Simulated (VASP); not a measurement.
# HCl (I4/mmm) in VASP: notebook

HCl is run at these levels: PBEsol; tasks: single point.

Program: VASP 6.6.1. These are calculated values, not measurements. Logs are shortened: lines on timing, memory, paths and dates and some standing lists are left out, and cuts for length are marked.

## 1. The cell of the first run

The structure is tetragonal, space group I4/mmm (No. 139). Conventional cell: a = 3.871 Å, b = 3.871 Å, c = 5.612 Å, α = 90.00°, β = 90.00°, γ = 90.00°. Within 3.6 Å of H (site symmetry 4/mmm) lie 6 Cl at 2.74 to 2.81 Å. Within 3.6 Å of Cl (site symmetry 4/mmm) lie 6 H at 2.74 to 2.81 Å.

## 2. Single point, PBEsol (strain +0.000 along x and y, +0.025 along z)

File INCAR:

```
  PREC = Accurate
  ENCUT = 520
  EDIFF = 1E-7
  ISMEAR = 0
  SIGMA = 0.15
  LREAL = False
  LASPH = True
  NELM = 80
  ALGO = Normal
  ISIF = 2
  LWAVE = False
  LCHARG = False
  GGA = PS
  NBANDS = 11
```

File KPOINTS:

```
regular mesh
0
Gamma
  16 16 16
```

File POSCAR:

```
HCl
1.0
    0.0000000000      2.7375000000      2.8059375000
    2.7375000000      0.0000000000      2.8059375000
    2.7375000000      2.7375000000      0.0000000000
H Cl
1 1
Direct
    0.0000000000      0.0000000000      0.0000000000
    0.5000000000      0.5000000000      0.5000000000
```

Potentials or basis: VASP PAW PBE potentials, release 64 (H, Cl).

Run with:

```sh
cat potpaw_PBE.64/H/POTCAR potpaw_PBE.64/Cl/POTCAR > POTCAR
mpirun -np 1 vasp_std > vasp.out
```

OUTCAR:

```text
PREC = Accurate
   ENCUT = 520
   EDIFF = 1E-7
   ISMEAR = 0
   LREAL = False
   LASPH = True
   NELM = 80
   ISIF = 2
   GGA = PS

 ion  position               nearest neighbor table
   1  0.000  0.000  0.000-
   2  0.500  0.500  0.500-

  LATTYP: Found a body centered tetragonal cell.
 ALAT       =     3.8714096270
 C/A-ratio  =     1.4495689014

  Lattice vectors:

 A1 = (  -2.7375000000,   0.0000000000,   2.8059375000)
 A2 = (   2.7375000000,   0.0000000000,   2.8059375000)
 A3 = (   0.0000000000,   2.7375000000,  -2.8059375000)

Analysis of symmetry for initial positions (statically):
=====================================================================
 Subroutine PRICEL returns:
 Original cell was already a primitive cell.

 Routine SETGRP: Setting up the symmetry group for a
 body centered tetragonal supercell.

 Subroutine GETGRP returns: Found 16 space group operations
 (whereof 16 operations were pure point group operations)
 out of a pool of 16 trial point group operations.

The static configuration has the point symmetry D_4h.

Analysis of symmetry for dynamics (positions and initial velocities):
=====================================================================
 Subroutine PRICEL returns:
 Original cell was already a primitive cell.

 Routine SETGRP: Setting up the symmetry group for a
 body centered tetragonal supercell.

 Subroutine GETGRP returns: Found 16 space group operations
 (whereof 16 operations were pure point group operations)
 out of a pool of 16 trial point group operations.

The dynamic configuration has the point symmetry D_4h.

 Subroutine INISYM returns: Found 16 space group operations
 (whereof 16 operations are pure point group operations),
 and found     1 'primitive' translations

----------------------------------------------------------------------------------------

                                     Primitive cell

  volume of cell :      42.0549

  direct lattice vectors                    reciprocal lattice vectors
     0.000000000  2.737500000  2.805937500    -0.182648402  0.182648402  0.178193563
     2.737500000  0.000000000  2.805937500     0.182648402 -0.182648402  0.178193563
     2.737500000  2.737500000  0.000000000     0.182648402  0.182648402 -0.178193563

  length of vectors
     3.920100956  3.920100956  3.871409627     0.313805391  0.313805391  0.313805391

[... 81 lines left out ...]
   LREAL  =      F    real-space projection
   EDIFFG = 0.1E-05   stopping-criterion for IOM
   NSW    =      0    number of steps for IOM
   IBRION =     -1    ionic relax: 0-MD 1-quasi-New 2-CG
   NFREE  =      0    steps in history (QN), initial steepest desc. (CG)
   ISIF   =      2    stress and relaxation
   ISYM   =      2    0-nonsym 1-usesym 2-fastsym
   POTIM  = 0.5000    time-step for ionic-motion
   TEBEG  =    0.0;   TEEND  =   0.0 temperature during run
   PSTRESS=    0.0 pullay stress
   NELECT =       8.0000    total number of electrons
   NUPDOWN=      -1.0000    fix difference up-down
   EMIN   =  10.00;   EMAX   =-10.00  energy-range for DOS
   EFERMI =   0.00;   METHOD = LEGACY
   ISMEAR =     0;   SIGMA  =   0.15  broadening in eV -4-tet -1-fermi 0-gaus
   EFERMI_NEDOS =   21; number of points for ismear=-14 and -15
   IALGO  =     38    algorithm
   IMIX   =      4    mixing-type and parameters
     AMIX     =   0.40;   BMIX     =  1.00
     AMIX_MAG =   1.60;   BMIX_MAG =  1.00
  volume/ion in A,a.u.               =      21.03       141.90
  Fermi-wavevector in a.u.,A,eV,Ry     =   0.941527  1.779228 12.061197  0.886473
  Thomas-Fermi vector in A             =   2.069047
   LORBIT       =      0    0 simple, 1 ext, 2 COOP (PROOUT), +10 PAW based schemes
   GGA     = PS    functional components
   LHFCALC =     F    Hartree Fock is set to
   AEXX    =    0.0000 exact exchange contribution
   IVDW    =     0    specifies the selected vdW correction
   LEPSILON=     F    determine dielectric tensor
   LRPA    =     F    only Hartree local field effects (RPA)
 non-spin polarized calculation
 Gauss-broadening in eV      SIGMA  =   0.15
  energy-cutoff  :      520.00
  volume of cell :       42.05
 maximum number of plane-waves:      1150
 NGX is ok and might be reduce to    30
   NGX = 15   NGY = 15   NGZ = 15

 number of electron       8.0000001 magnetization

 Free energy of the ion-electron system (eV)
  ---------------------------------------------------
  ext. energy  EPLUGINS =         0.00000000
  ---------------------------------------------------
  free energy    TOTEN  =        -2.95625215 eV

  energy without entropy =       -2.95339257  energy(sigma->0) =       -2.95482236

 E-fermi :  -2.3021     XC(G=0):  -7.7118

 val. band max:       -2.3185756878   @ k =   0.4375   0.0000   0.4375
 cond. band min:      -2.2783942847   @ k =   0.5000  -0.0000   0.4375
 fundamental gap:      0.0401814031
 Fermi energy:        -2.3020844493

 k-point     1 :       0.0000    0.0000    0.0000
  band No.  band energies     occupation
      1     -15.4074      2.00000
      2      -2.5591      1.98462
      3      -2.4674      1.88086
      4      -2.4674      1.88086
      5      -2.4251      1.75396
      6       8.8244      0.00000
      7      10.0136      0.00000
      8      10.1989      0.00000
      9      10.1989      0.00000
     10      12.3351      0.00000
     11      12.6213      0.00000
[... 309 lines left out ...]
 k-point    24 :      -0.0625    0.0625    0.0000
  band No.  band energies     occupation
      1     -15.3738      2.00000
      2      -3.3516      2.00000
      3      -2.4747      1.89633
      4      -2.4680      1.88217
      5      -1.7010      0.00000
      6       8.5459      0.00000
      7       9.6473      0.00000
      8      10.1633      0.00000
      9      10.3334      0.00000
     10      11.5102      0.00000
     11      12.0655      0.00000

 [... further k-points ...]
[... 5 lines left out ...]
  --------------------------------------------------------------------------------------
  -------------------------------------------------------------------------------------
  Total       -2.8237371     -2.8237371     -2.3562474      0.0000000     -0.0000000     -0.0000000
  in kB     -107.5767926   -107.5767926    -89.7666923      0.0000000     -0.0000000     -0.0000000
  external PRESSURE =    -101.6400925 kB  Pullay stress =       0.0000000 kB

 VOLUME and BASIS-vectors are now :
 -----------------------------------------------------------------------------
  energy-cutoff  :      520.00
  volume of cell :       42.05
      direct lattice vectors                 reciprocal lattice vectors
     0.000000000  2.737500000  2.805937500    -0.182648402  0.182648402  0.178193563
     2.737500000  0.000000000  2.805937500     0.182648402 -0.182648402  0.178193563
     2.737500000  2.737500000  0.000000000     0.182648402  0.182648402 -0.178193563

 POSITION                                       TOTAL-FORCE (eV/Angst)
 -----------------------------------------------------------------------------------
      0.00000      0.00000      0.00000         0.000000      0.000000      0.000000
      2.73750      2.73750      2.80594         0.000000      0.000000     -0.000000
 -----------------------------------------------------------------------------------
    total drift:                                0.000000     -0.000000      0.000000

  FREE ENERGIE OF THE ION-ELECTRON SYSTEM (eV)
  ---------------------------------------------------
  free  energy   TOTEN  =        -2.9562521460 eV

  energy  without entropy=       -2.9533925686  energy(sigma->0) =       -2.95482236
```

stdout:

```text
POSCAR found type information on POSCAR H Cl
 POSCAR found :  2 types and       2 ions
 scaLAPACK will be used
 -----------------------------------------------------------------------------
|                                                                             |
|                                                                             |
|     You enforced a specific xc type in the INCAR file but a different       |
|     I HOPE YOU KNOW WHAT YOU ARE DOING!                                     |
|                                                                             |
 -----------------------------------------------------------------------------

 LDA part: xc-table for (Slater+PW92), standard interpolation
 POSCAR, INCAR and KPOINTS ok, starting setup
 FFT: planning ... GRIDC
 FFT: planning ... GRID_SOFT
 FFT: planning ... GRID
 WAVECAR not read
 entering main loop
```

It took 73 s on 1 thread of AMD EPYC 9R45 (Zen 5), shared host; peak memory 0.24 GiB.

What came out:

| Item | Value |
| --- | --- |
| Free energy | -2.9563 eV |
| Pressure | -10.2 GPa |
| Band gap on the k mesh | zero (band 4 reaches -2.45 eV, above the bottom of band 5 at -2.51 eV) |

Levels at points of the mesh, in eV from the Fermi level:
| k point | band 1 | band 2 | band 3 | band 4 | band 5 | band 6 | band 7 | band 8 |
| --- | --- | --- | --- | --- | --- | --- | --- | --- |
| (0.00, 0.00, 0.00) | -13.11 | -0.26 | -0.17 | -0.17 | -0.12 | 11.13 | 12.32 | 12.50 |
| (0.50, 0.00, 0.00) | -12.75 | -3.00 | -0.34 | -0.31 | 2.17 | 7.78 | 10.94 | 11.13 |
| (0.50, 0.50, 0.00) | -12.68 | -1.80 | -0.73 | -0.73 | -0.19 | 9.42 | 11.62 | 14.73 |
| (0.50, 0.00, 0.50) | -12.65 | -1.82 | -0.83 | -0.72 | -0.21 | 9.33 | 11.88 | 14.41 |

Caveat: the cell differs from its parent crystal (strain +0.000 along x and y, +0.025 along z); the PAW data sets were made with another functional, which shifts forces and pressure a little.

## 3. Single point, PBEsol (strain +0.000 along x and y, +0.050 along z)

File INCAR:

```
PREC = Accurate
ENCUT = 520
EDIFF = 1E-7
ISMEAR = 0
SIGMA = 0.15
LREAL = F
LASPH = T
NELM = 60
ALGO = Normal
ISIF = 2
LWAVE = F
LCHARG = F
GGA = PS
NBANDS = 11
```

File KPOINTS:

```
Automatic mesh
0
Gamma
  16 16 16
```

File POSCAR:

```
HCl
1.0
    0.0000000000      2.7375000000      2.8743750000
    2.7375000000      0.0000000000      2.8743750000
    2.7375000000      2.7375000000      0.0000000000
H Cl
1 1
Direct
    0.0000000000      0.0000000000      0.0000000000
    0.5000000000      0.5000000000      0.5000000000
```

Potentials or basis: VASP PAW PBE potentials, release 64 (H, Cl).

Run with:

```sh
cat potpaw_PBE.64/H/POTCAR potpaw_PBE.64/Cl/POTCAR > POTCAR
mpirun -np 1 vasp_std > vasp.out
```

Run time: 81 s. Hardware: 1 thread of AMD EPYC 9R45 (Zen 5), shared host; peak memory 0.24 GiB.

It converged, with:

```yaml
Free_energy: -2.9031 eV
Pressure: -10.0 GPa
Band_gap_on_the_k_mesh: zero (band 4 reaches -2.57 eV, above the bottom of band 5 at -2.64 eV)
```

Stress tensor (GPa, compression positive):
```
-11.07   0.00   0.00
  0.00 -11.07   0.00
  0.00   0.00  -7.76
```

Levels at points of the mesh, in eV from the Fermi level:
```tsv
k point	band 1	band 2	band 3	band 4	band 5	band 6	band 7	band 8	band 9
(0.00, 0.00, 0.00)	-13.06	-0.27	-0.19	-0.19	-0.11	10.91	12.18	12.55	12.55
(0.50, 0.00, 0.00)	-12.73	-2.92	-0.35	-0.29	2.12	7.77	10.84	11.21	13.80
(0.50, 0.50, 0.00)	-12.68	-1.72	-0.69	-0.69	-0.16	9.50	11.31	14.61	14.71
(0.50, 0.00, 0.50)	-12.62	-1.76	-0.87	-0.66	-0.20	9.33	11.82	14.07	14.45
```

Caveat: the cell differs from its parent crystal (strain +0.000 along x and y, +0.050 along z); the PAW data sets were made with another functional, which shifts forces and pressure a little.

## 4. Single point, PBEsol (strain +0.025 along x and y, +0.000 along z)

File INCAR:

```
ALGO = Normal ; EDIFF = 1E-6
ENCUT = 520 ; GGA = PS
ISIF = 2 ; ISMEAR = 0
LASPH = T ; LCHARG = T
LELF = T ; LREAL = F
LVHAR = T ; LWAVE = F
NBANDS = 11 ; NELM = 80
PREC = Accurate ; SIGMA = 0.15
```

File KPOINTS:

```
k-points
0
Gamma
  16 16 16
```

File POSCAR:

```
HCl
1.0
    0.0000000000      2.8059375000      2.7375000000
    2.8059375000      0.0000000000      2.7375000000
    2.8059375000      2.8059375000      0.0000000000
H Cl
1 1
Direct
    0.0000000000      0.0000000000      0.0000000000
    0.5000000000      0.5000000000      0.5000000000
```

Run with:

```sh
cat potpaw_PBE.64/H/POTCAR potpaw_PBE.64/Cl/POTCAR > POTCAR
mpirun -np 1 vasp_std > vasp.out
```

It took 80 s on 1 thread of AMD EPYC 9R45 (Zen 5), shared host; peak memory 0.25 GiB.

The run converged. Its results:

| Item | Value |
| --- | --- |
| Free energy | -2.8908 eV |
| Pressure | -9.9 GPa |
| Band gap on the k mesh | zero (band 4 reaches -2.58 eV, above the bottom of band 5 at -2.64 eV) |

Stress tensor (GPa, compression positive):
```
 -9.34   0.00   0.00
  0.00  -9.34   0.00
  0.00   0.00 -11.16
```

Levels at points of the mesh, in eV from the Fermi level:
```tsv
k point	band 1	band 2	band 3	band 4	band 5	band 6	band 7	band 8	band 9
(0.00, 0.00, 0.00)	-13.05	-0.27	-0.19	-0.14	-0.14	10.97	12.35	12.35	12.53
(0.50, 0.00, 0.00)	-12.73	-2.90	-0.33	-0.31	2.09	7.77	10.92	11.12	13.81
(0.50, 0.50, 0.00)	-12.62	-1.75	-0.76	-0.76	-0.20	9.32	11.82	14.35	14.35
(0.50, 0.00, 0.50)	-12.65	-1.73	-0.78	-0.67	-0.18	9.41	11.55	14.37	14.53
```

Caveat: the cell differs from its parent crystal (strain +0.025 along x and y, +0.000 along z); the PAW data sets were made with another functional, which shifts forces and pressure a little.

## 5. Single point, PBEsol (strain +0.025 along x and y, +0.050 along z)

File INCAR:

```
PREC     = Accurate       # precision mode
ENCUT    = 520            # plane-wave cutoff, eV
EDIFF    = 1E-7           # SCF threshold, eV
ISMEAR   = 0              # smearing method
SIGMA    = 0.15           # smearing width, eV
LREAL    = F              # projectors in reciprocal space
LASPH    = T              # aspherical terms in the spheres
NELM     = 100            # most SCF steps
ALGO     = Normal         # electronic algorithm
ISIF     = 2              # what is computed and relaxed
LWAVE    = F              # write WAVECAR
LCHARG   = F              # write CHGCAR
GGA      = PS             # functional
NBANDS   = 11             # bands
```

File KPOINTS:

```
Automatic mesh
0
Gamma
  16 16 16
```

File POSCAR:

```
HCl
1.0
    0.0000000000      2.8059375000      2.8743750000
    2.8059375000      0.0000000000      2.8743750000
    2.8059375000      2.8059375000      0.0000000000
H Cl
1 1
Direct
    0.0000000000      0.0000000000      0.0000000000
    0.5000000000      0.5000000000      0.5000000000
```

Run with:

```sh
cat potpaw_PBE.64/H/POTCAR potpaw_PBE.64/Cl/POTCAR > POTCAR
mpirun -np 1 vasp_std > vasp.out
```

It took 87 s on 1 thread of AMD EPYC 9R45 (Zen 5), shared host; peak memory 0.25 GiB.

It converged, with:

- Free energy: -2.7604 eV
- Pressure: -9.5 GPa
- Band gap on the k mesh: zero (band 4 reaches -2.87 eV, above the bottom of band 5 at -2.88 eV)

Stress tensor (GPa, compression positive):
```
-10.02   0.00   0.00
  0.00 -10.02   0.00
  0.00   0.00  -8.43
```

Levels at points of the mesh, in eV from the Fermi level:
```
           k point  band 1  band 2  band 3  band 4  band 5  band 6  band 7  band 8
(0.00, 0.00, 0.00)  -12.95   -0.29   -0.18   -0.18   -0.14   10.66   12.25   12.42
(0.50, 0.00, 0.00)  -12.67   -2.71   -0.32   -0.30    1.95    7.75   10.89   11.07
(0.50, 0.50, 0.00)  -12.61   -1.59   -0.67   -0.67   -0.15    9.48   11.19   14.25
(0.50, 0.00, 0.50)  -12.59   -1.61   -0.75   -0.65   -0.17    9.40   11.44   13.97
```

Caveat: the cell differs from its parent crystal (strain +0.025 along x and y, +0.050 along z); the PAW data sets were made with another functional, which shifts forces and pressure a little.

## 6. Single point, PBEsol (strain +0.050 along x and y, +0.025 along z)

File INCAR:

```
SYSTEM = HCl
PREC     = Accurate       ! precision mode
ENCUT    = 520            ! plane-wave cutoff, eV
EDIFF    = 1E-6           ! SCF threshold, eV
ISMEAR   = 0              ! smearing method
SIGMA    = 0.15           ! smearing width, eV
LREAL    = .FALSE.        ! projectors in reciprocal space
LASPH    = .TRUE.         ! aspherical terms in the spheres
NELM     = 80             ! most SCF steps
ALGO     = Normal         ! electronic algorithm
ISIF     = 2              ! what is computed and relaxed
LWAVE    = .FALSE.        ! write WAVECAR
LCHARG   = .FALSE.        ! write CHGCAR
GGA      = PS             ! functional
NBANDS   = 11             ! bands
```

File KPOINTS:

```
Automatic mesh
0
G
  16 16 16
  0 0 0
```

File POSCAR:

```
HCl
1.0
    0.0000000000      2.8743750000      2.8059375000
    2.8743750000      0.0000000000      2.8059375000
    2.8743750000      2.8743750000      0.0000000000
H Cl
1 1
Direct
    0.0000000000      0.0000000000      0.0000000000
    0.5000000000      0.5000000000      0.5000000000
```

Potentials or basis: VASP PAW PBE potentials, release 64 (H, Cl).

Run with:

```sh
cat potpaw_PBE.64/H/POTCAR potpaw_PBE.64/Cl/POTCAR > POTCAR
mpirun -np 1 vasp_std > vasp.out
```

Wall time 84 s (1 thread of AMD EPYC 9R45 (Zen 5), shared host); peak memory 0.26 GiB.

Results (log left out):

| Property | Result |
| --- | --- |
| Free energy | -2.6963 eV |
| Pressure | -9.2 GPa |
| Band gap on the k mesh | zero (filled and empty bands overlap) |

Stress tensor (GPa, compression positive):
```
 -8.70   0.00   0.00
  0.00  -8.70   0.00
  0.00   0.00 -10.33
```

Levels at points of the mesh, in eV from the Fermi level:
| k point | band 1 | band 2 | band 3 | band 4 | band 5 | band 6 | band 7 | band 8 | band 9 |
| --- | --- | --- | --- | --- | --- | --- | --- | --- | --- |
| (0.00, 0.00, 0.00) | -12.91 | -0.30 | -0.20 | -0.15 | -0.15 | 10.52 | 12.28 | 12.28 | 12.45 |
| (0.50, 0.00, 0.00) | -12.65 | -2.63 | -0.32 | -0.30 | 1.88 | 7.74 | 10.87 | 11.05 | 13.37 |
| (0.50, 0.50, 0.00) | -12.57 | -1.55 | -0.69 | -0.69 | -0.16 | 9.39 | 11.39 | 13.90 | 13.90 |
| (0.50, 0.00, 0.50) | -12.59 | -1.53 | -0.71 | -0.61 | -0.15 | 9.48 | 11.14 | 13.94 | 14.06 |

Caveat: the cell differs from its parent crystal (strain +0.050 along x and y, +0.025 along z); the PAW data sets were made with another functional, which shifts forces and pressure a little.

## 7. Summary

| cell | gap on the mesh (eV) | pressure (GPa) |
| --- | --- | --- |
| a = 3.920, b = 3.920, c = 3.871 Å, angles 60.4, 60.4, 59.2°, 2 atoms | none | -10.2 |
| a = 3.969, b = 3.969, c = 3.871 Å, angles 60.8, 60.8, 58.4°, 2 atoms | none | -10.0 |
| a = 3.920, b = 3.920, c = 3.968 Å, angles 59.6, 59.6, 60.8°, 2 atoms | none | -9.9 |
| a = 4.017, b = 4.017, c = 3.968 Å, angles 60.4, 60.4, 59.2°, 2 atoms | none | -9.5 |
| a = 4.017, b = 4.017, c = 4.065 Å, angles 59.6, 59.6, 60.8°, 2 atoms | none | -9.2 |

Alike in all rows: task single point; level PBEsol; potentials or basis VASP PAW PBE potentials, release 64 (H, Cl); no spin polarisation; k mesh 16 × 16 × 16; cutoff (eV) 520; smearing gaussian 0.15 eV.

Caveats: the PAW data sets were made with another functional, which shifts forces and pressure a little.

Absolute energies hang on the potentials; compare differences alone.
